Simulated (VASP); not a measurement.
The system is CuI.

```xyz
4
Lattice="4.0229 0.0000 0.0000 0.0000 4.0229 0.0000 0.0000 0.0000 5.6506" Properties=species:S:1:pos:R:3 pbc="T T T"
Cu    0.0000    0.0000    0.0000
Cu    2.0114    2.0114    0.0000
I     0.0000    2.0114    1.6460
I     2.0114    0.0000    4.0046
```

| Property | Result |
| --- | --- |
| Program | VASP 6.6.1 |
| Task | relaxation of cell and atoms |
| Functional | LDA |
| Potentials or basis | VASP PAW LDA potentials, release 64 (Cu, I) |
| Cutoff | 600 eV |
| k mesh | 6 × 6 × 4 |
| Occupations | gaussian, width 0.01 eV |
| Spin | no spin polarisation |

At the start: pressure 0.5 GPa; volume 22.86 Å³/atom.

Problem. Where does the relaxation end?

Solution. Over 13 steps the energy falls by 15.5 meV/atom and the volume is 24.36 Å³/atom (+6.5 %); space group P4/nmm (No. 129, to 0.1 Å) before and after.

The path:
```csv
step,energy change (eV),largest force (eV/Å),pressure (GPa),volume (Å³)
1,0.0000,0.3251,0.53,91.45
2,-0.0148,0.2775,0.14,92.44
3,-0.0417,0.1572,-0.51,95.46
4,-0.0397,0.0046,-1.16,101.57
5,-0.0481,0.0473,-0.83,98.54
6,-0.0511,0.2909,0.94,96.86
7,-0.0544,0.1473,0.16,97.55
8,-0.0602,0.0734,-0.02,97.52
9,-0.0620,0.0103,-0.07,97.48
10,-0.0620,0.0058,-0.06,97.48
11,-0.0620,0.0248,0.08,97.22
12,-0.0620,0.0152,0.12,97.34
13,-0.0620,0.0091,0.05,97.43
```

Final structure:
```cif
data_structure
_symmetry_space_group_name_H-M 'P 1'
_symmetry_Int_Tables_number 1
_cell_length_a 3.9680
_cell_length_b 3.9680
_cell_length_c 6.1877
_cell_angle_alpha 90.000
_cell_angle_beta 90.000
_cell_angle_gamma 90.000
_cell_volume 97.43
loop_
_atom_site_label
_atom_site_type_symbol
_atom_site_fract_x
_atom_site_fract_y
_atom_site_fract_z
_atom_site_occupancy
Cu1 Cu 0.00000 0.00000 0.00000 1
Cu2 Cu 0.50000 0.50000 0.00000 1
I1 I 0.00000 0.50000 0.27014 1
I2 I 0.50000 0.00000 0.72986 1
```
